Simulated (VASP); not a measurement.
# TaN (P-6m2) in VASP: further runs, part 3 of 3

VASP 6.6.1.

## Step 5: Electric field gradients, r2SCAN (volume scaled by 1.06)

POSCAR

```
TaN
1.0
    2.9976027420      0.0000000000      0.0000000000
   -1.4988013710      2.5960001250      0.0000000000
    0.0000000000      0.0000000000      2.9468595706
Ta N
1 1
Direct
    0.0000000000      0.0000000000      0.5000000000
    0.6666666667      0.3333333333      0.0000000000
```

INCAR.step1

```
SYSTEM = TaN
PREC = Accurate
ENCUT = 520
ISMEAR = -1
SIGMA = 0.05
LREAL = .FALSE.
LASPH = .TRUE.
NELM = 100
NBANDS = 15
GGA = PE
ALGO = Normal
EDIFF = 1E-4
LWAVE = .TRUE.
LCHARG = .FALSE.
```

INCAR.step2

```
SYSTEM = TaN
PREC = Accurate
ENCUT = 520
EDIFF = 1E-8
ISMEAR = -1
SIGMA = 0.05
LREAL = .FALSE.
LASPH = .TRUE.
NELM = 100
ALGO = Normal
ISIF = 2
LWAVE = .FALSE.
LCHARG = .FALSE.
METAGGA = R2SCAN
LMIXTAU = .TRUE.
LEFG = .TRUE.
NBANDS = 15
ISTART = 1
```

KPOINTS

```
Automatic mesh
0
G
  13 13 11
  0 0 0
```

Potentials or basis: VASP PAW PBE potentials, release 64 (Ta_pv, N).

The run is started by

```sh
> cat potpaw_PBE.64/Ta_pv/POTCAR potpaw_PBE.64/N/POTCAR > POTCAR
> cp INCAR.step1 INCAR
> mpirun -np 1 vasp_std > vasp.out
> cp INCAR.step2 INCAR
> mpirun -np 1 vasp_std > vasp.out
```

OUTCAR:

```text
SYSTEM = TaN
   PREC = Accurate
   ENCUT = 520
   EDIFF = 1E-8
   ISMEAR = -1
   LREAL = .FALSE.
   LASPH = .TRUE.
   NELM = 100
   ISIF = 2
   METAGGA = R2SCAN
   ISTART = 1

 ion  position               nearest neighbor table
   1  0.000  0.000  0.500-   2 2.27   2 2.27   2 2.27   2 2.27   2 2.27   2 2.27
   2  0.667  0.333  0.000-   1 2.27   1 2.27   1 2.27   1 2.27   1 2.27   1 2.27

  LATTYP: Found a hexagonal cell.
 ALAT       =     2.9976027420
 C/A-ratio  =     0.9830720827

  Lattice vectors:

 A1 = (   2.9976027420,   0.0000000000,   0.0000000000)
 A2 = (  -1.4988013710,   2.5960001250,   0.0000000000)
 A3 = (   0.0000000000,   0.0000000000,   2.9468595706)

Analysis of symmetry for initial positions (statically):
=====================================================================
 Subroutine PRICEL returns:
 Original cell was already a primitive cell.

 Routine SETGRP: Setting up the symmetry group for a
[... 622 lines left out ...]
  volume of cell :       22.93
      direct lattice vectors                 reciprocal lattice vectors
     2.997602742  0.000000000  0.000000000     0.333599908  0.192603997  0.000000000
    -1.498801371  2.596000125  0.000000000     0.000000000  0.385207994  0.000000000
     0.000000000  0.000000000  2.946859571     0.000000000  0.000000000  0.339344301

 POSITION                                       TOTAL-FORCE (eV/Angst)
 -----------------------------------------------------------------------------------
      0.00000      0.00000      1.47343         0.000000     -0.000000      0.000000
      1.49880      0.86533      0.00000        -0.000000      0.000000      0.000000
 -----------------------------------------------------------------------------------
    total drift:                               -0.000000      0.000000      0.000000

  FREE ENERGIE OF THE ION-ELECTRON SYSTEM (eV)
  ---------------------------------------------------
  free  energy   TOTEN  =       -60.3180890653 eV

  energy  without entropy=      -60.3176386774  energy(sigma->0) =      -60.31786387

 Electric field gradients (V/A^2)
---------------------------------------------------------------------
 ion       V_xx      V_yy      V_zz      V_xy      V_xz      V_yz
---------------------------------------------------------------------
   1      -7.802    -7.802    15.604    -0.000     0.000    -0.000
   2      -0.816    -0.815     1.632     0.001    -0.000    -0.000
---------------------------------------------------------------------

 Electric field gradients after diagonalization (V/A^2)
 (convention: |V_zz| > |V_xx| > |V_yy|)
----------------------------------------------------------------------
 ion       V_xx      V_yy      V_zz     asymmetry (V_yy - V_xx)/ V_zz
----------------------------------------------------------------------
   1      -7.802    -7.802    15.604       0.000
   2      -0.817    -0.815     1.632       0.001
----------------------------------------------------------------------

           NMR quadrupolar parameters

 Cq : quadrupolar parameter    Cq=e*Q*V_zz/h
 eta: asymmetry parameters     (V_yy - V_xx)/ V_zz
 Q  : nuclear electric quadrupole moment in mb (millibarn)
----------------------------------------------------------------------
 ion       Cq(MHz)       eta       Q (mb)
----------------------------------------------------------------------
   1       0.038       0.000       1.000
   2       0.004       0.001       1.000
----------------------------------------------------------------------
```

OUTCAR.step1:

```text
SYSTEM = TaN
   PREC = Accurate
   ENCUT = 520
   ISMEAR = -1
   LREAL = .FALSE.
   LASPH = .TRUE.
[... 654 lines left out ...]
      0.00000      0.00000      1.47343        -0.000000      0.000000      0.000000
      1.49880      0.86533      0.00000         0.000000     -0.000000      0.000000
 -----------------------------------------------------------------------------------
    total drift:                               -0.000000      0.000000      0.000000

  FREE ENERGIE OF THE ION-ELECTRON SYSTEM (eV)
  ---------------------------------------------------
  free  energy   TOTEN  =       -22.3980528969 eV

  energy  without entropy=      -22.3974102799  energy(sigma->0) =      -22.39773159
```

OSZICAR.step1:

```text
N       E                     dE             d eps       ncg     rms          rms(c)
DAV:   1     0.953468748429E+02    0.95347E+02   -0.88151E+03  3780   0.111E+03
DAV:   2    -0.218151900555E+02   -0.11716E+03   -0.11076E+03  4634   0.304E+02
DAV:   3    -0.249973610548E+02   -0.31822E+01   -0.31682E+01  4207   0.484E+01
DAV:   4    -0.250117738559E+02   -0.14413E-01   -0.14409E-01  5061   0.353E+00
DAV:   5    -0.250118685852E+02   -0.94729E-04   -0.94727E-04  4249   0.267E-01    0.208E+01
DAV:   6    -0.225292690114E+02    0.24826E+01   -0.41646E+00  4803   0.238E+01    0.856E+00
DAV:   7    -0.224292777159E+02    0.99991E-01   -0.54539E-01  4557   0.636E+00    0.618E+00
DAV:   8    -0.224063543199E+02    0.22923E-01   -0.20912E-01  4487   0.383E+00    0.151E+00
DAV:   9    -0.223980471350E+02    0.83072E-02   -0.18747E-02  4319   0.114E+00    0.212E-01
DAV:  10    -0.223980993469E+02   -0.52212E-04   -0.11584E-03  4669   0.364E-01    0.989E-02
DAV:  11    -0.223980528969E+02    0.46450E-04   -0.50967E-05  2633   0.773E-02
   1 F= -.22398053E+02 E0= -.22397732E+02  d E =-.642617E-03
```

Run time: 1.8 min. Hardware: 1 thread of Intel Xeon 6975P-C, shared host; peak memory 0.18 GiB.

What came out:

```
Free energy            : -60.3181 eV
Pressure               : -18.6 GPa
Band gap on the k mesh : zero (band 8 reaches 7.72 eV, above the bottom of band 9 at 7.52 eV)
```

Stress tensor (GPa, compression positive):
```
-17.78   0.00   0.00
  0.00 -17.78   0.00
  0.00   0.00 -20.11
```

Levels at points of the mesh, in eV from the Fermi level:
```
           k point  band 6  band 7  band 8  band 9  band 10  band 11
(0.00, 0.00, 0.00)   -4.54   -4.14   -3.08    2.02     3.44     3.44
```

Electric field gradients, principal values (V/Å²):
```
atom   least  middle  greatest (by size)
1 Ta  -7.802  -7.802              15.604
 2 N  -0.815  -0.817               1.632
```

Caveat: without QUAD_EFG the Cq values of the log hold for a quadrupole moment of 1 mb, not for the nuclei; the PAW data sets were made with another functional, which shifts forces and pressure a little; spin-orbit coupling is left out, which moves the levels of the heavy elements.

## Step 6: Summary

```csv
cell,gap on the mesh (eV),pressure (GPa)
"a = 2.940, b = 2.940, c = 2.890 Å, angles 90.0, 90.0, 120.0°, 2 atoms",none,0.0
"a = 2.959, b = 2.959, c = 2.909 Å, angles 90.0, 90.0, 120.0°, 2 atoms",none,-6.9
"a = 2.998, b = 2.998, c = 2.947 Å, angles 90.0, 90.0, 120.0°, 2 atoms",none,-18.6
```

Alike in all rows: task electric field gradients; level r2SCAN; potentials or basis VASP PAW PBE potentials, release 64 (Ta_pv, N); no spin polarisation; k mesh 13 × 13 × 11; cutoff (eV) 520; smearing fermi-dirac 0.05 eV.

Caveats: the PAW data sets were made with another functional, which shifts forces and pressure a little; spin-orbit coupling is left out, which moves the levels of the heavy elements.

Total energies depend on the potentials used, so only differences within one code and one set of settings carry meaning.
